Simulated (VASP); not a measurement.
A run of VASP 6.6.1:

The input INCAR:

```
ALGO     = Normal         # electronic algorithm
EDIFF    = 1E-6           # SCF threshold, eV
ENCUT    = 520            # plane-wave cutoff, eV
GGA      = PE             # functional
ISIF     = 2              # what is computed and relaxed
ISMEAR   = 0              # smearing method
LASPH    = T              # aspherical terms in the spheres
LCHARG   = F              # write CHGCAR
LREAL    = F              # projectors in reciprocal space
LWAVE    = F              # write WAVECAR
NBANDS   = 15             # bands
NELM     = 60             # most SCF steps
PREC     = Accurate       # precision mode
SIGMA    = 0.1            # smearing width, eV
```

The input KPOINTS:

```
k-points
0
Gamma
  12 12 12
```

Contents of POSCAR:

```
Al2Pt
1.0
    0.0000000000      2.8551505500      2.8551505500
    2.8551505500      0.0000000000      2.8551505500
    2.8551505500      2.8551505500      0.0000000000
Al Pt
2 1
Direct
    0.2500000000      0.2500000000      0.2500000000
    0.7500000000      0.7500000000      0.7500000000
    0.0000000000      0.0000000000      0.0000000000
```

Potentials or basis: VASP PAW PBE potentials, release 64 (Al, Pt).

The run is started by

```bash
$ cat potpaw_PBE.64/Al/POTCAR potpaw_PBE.64/Pt/POTCAR > POTCAR
$ mpirun -np 1 vasp_std > vasp.out
```

Hardware: 1 thread of Intel(R) Xeon(R) 6975P-C (Granite Rapids), on a shared host.

**Question.** How long does it take, and how much memory?

**Answer.** It took 19 s on 1 thread of Intel(R) Xeon(R) 6975P-C (Granite Rapids), on a shared host, peak memory 0.2 GiB. Counts: scf iterations 13, k points 72.
